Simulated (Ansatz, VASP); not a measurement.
## One calculation of MnPt2, two programs

The input INCAR:

```
SYSTEM = MnPt2
PREC = Accurate
ENCUT = 520
EDIFF = 1E-6
ISMEAR = -1
SIGMA = 0.05
LREAL = .False.
LASPH = .True.
NELM = 150
ALGO = Fast
ISIF = 2
LWAVE = .False.
LCHARG = .True.
ISPIN = 2
MAGMOM = 0 0 4
LORBIT = 11
LMAXMIX = 4
GGA = PS
LELF = .True.
LVHAR = .True.
NBANDS = 28
```

File KPOINTS:

```
Automatic mesh
0
Gamma
  11 11 4
  0 0 0
```

File POSCAR:

```
MnPt2
1.0
    2.8392199513      0.0000000000      0.0000000000
   -1.4196099756      2.4588366048      0.0000000000
    0.0000000000      0.0000000000      6.4886603702
Pt Mn
2 1
Direct
    0.6666666667      0.3333333333      0.3162060000
    0.3333333333      0.6666666667      0.6837940000
    0.0000000000      0.0000000000      0.0000000000
```

File input.yaml:

```yaml
crystal:
  lattice:
    - [2.8392199513, 0.0, 0.0]
    - [-1.4196099756, 2.4588366048, 0.0]
    - [0.0, 0.0, 6.4886603702]
  atoms:
    - { symbol: Pt, position: [0.6666666667, 0.3333333333, 0.316206] }
    - { symbol: Pt, position: [0.3333333333, 0.6666666667, 0.683794] }
    - { symbol: Mn, position: [0.0, 0.0, 0.0], spin: 4.0 }
hamiltonian:
  xc: pbesol
  pseudopotentials: { kind: paw }
magnetization:
  spin_polarized: true
kpoints:
  mp_grid: { grid: [11, 11, 4] }
scf:
  occupations: { method: fermi_dirac, width: 0.05 }
output:
  forces: true
  stress: true
  eigenvalues: true
```

Alike in both runs: task single point; functional PBEsol; k mesh 11 × 11 × 4; occupations fermi-dirac, width 0.05 eV; collinear spin.

|  | VASP | Ansatz |
| --- | --- | --- |
| version | VASP 6.6.1 | Ansatz 0.2.0 |
| potentials or method | VASP PAW PBE potentials, release 64 (Pt, Mn_pv) | Ansatz PAW |
| plane-wave cutoff (eV) | 520 | 420 |
| valence electrons in the cell | 33 | 51 |

|  | VASP | Ansatz | Ansatz less VASP |
| --- | --- | --- | --- |
| gap on the k mesh at the Fermi level (eV) | none | none | - |
| pressure (GPa) | -6.0 | -5.9 | +0.14 |
| traceless stress, the component that is largest in VASP (GPa) | 2.52 | 2.41 | -0.113 |
| rms of the force components (eV/Å) | 0.037 | 0.030 | -0.0068 |
| net moment per atom (μB) | 1.48 | 1.47 | -0.006 |
| size of the moment on the site where the two differ most (μB) | 3.68 | 3.64 | -0.036 |

VASP's potentials were made for PBE, not for PBEsol. Site moments also hang on the region over which each program counts them. Atom by atom the forces differ by 0.007 eV/Å (rms over components). A gap of «none» marks a metal or a gap that the smearing closes. VASP's potentials hold 33 valence electrons a cell and Ansatz's 51, so a difference there can come from the potentials and not from the codes.

Spin-orbit coupling is off throughout.
